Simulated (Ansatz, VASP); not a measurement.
**W in VASP and in Ansatz**

Contents of INCAR:

```
ALGO = Normal ; DIPOL = 0.5 0.5 0.634
EDIFF = 1E-6 ; ENCUT = 400
GGA = PE ; GGA_COMPAT = F
IDIPOL = 3 ; ISIF = 2
ISMEAR = 1 ; LASPH = T
LCHARG = T ; LDIPOL = T
LELF = T ; LREAL = F
LVACPOTAV = T ; LVHAR = T
LWAVE = F ; NBANDS = 28
NELM = 120 ; NELMDL = -8
PREC = Accurate ; SIGMA = 0.1
```

KPOINTS

```
k-points
0
Gamma
  10 10 1
```

The input POSCAR:

```
W
1.0
    3.1646185120      0.0000000000      0.0000000000
    0.0000000000      3.1646185120      0.0000000000
    0.0000000000      0.0000000000     22.0218974165
W
3
Direct
    0.5000000000      0.5000000000      0.5644410919
    0.0000000000      0.0000000000      0.6355714081
    0.5000000000      0.5000000000      0.7011887453
```

Input for Ansatz:

```yaml
crystal:
  lattice:
    - [3.164618512, 0.0, 0.0]
    - [0.0, 3.164618512, 0.0]
    - [0.0, 0.0, 22.0218974165]
  atoms:
    - { symbol: W, position: [0.5, 0.5, 0.5644410919] }
    - { symbol: W, position: [0.0, 0.0, 0.6355714081] }
    - { symbol: W, position: [0.5, 0.5, 0.7011887453] }
basis:
  ecutwfc: 420
kpoints:
  mp_grid: { grid: [10, 10, 1] }
hamiltonian:
  xc: pbe
  pseudopotentials: { kind: paw, azcp: { folder: soft_1 } }
scf:
  occupations: { method: methfessel_paxton, width: 0.1 }
  n_extra_bands: 7
  max_iter: 160
output:
  forces: true
  eigenvalues: true
  write_density: true
  write_potential: true
  elf: true
  volumetric_format: npy
efield:
  axis: 3
  dipole_correction: true
```

Alike in both runs: task single point; functional PBE; k mesh 10 × 10 × 1; occupations methfessel-paxton of order 1, width 0.1 eV; no spin polarisation.

|  | VASP | Ansatz |
| --- | --- | --- |
| version | VASP 6.6.1 | Ansatz 0.2.0 |
| potentials or method | VASP PAW PBE potentials, release 64 (W_sv), cutoff 400 eV | scalar-relativistic, plane waves, PAW |
| valence electrons in the cell | 42 | 42 |

```tsv
	VASP	Ansatz	Ansatz less VASP
gap on the k mesh at the Fermi level (eV)	none	none	-
rms of the force components (eV/Å)	0.334	0.335	+0.0019
```

Atom by atom the forces differ by 0.020 eV/Å (rms over components). A gap of «none» marks a metal or a gap that the smearing closes. Ansatz's warnings: xc potential rough in thin density.

Neither program's run includes spin-orbit coupling.
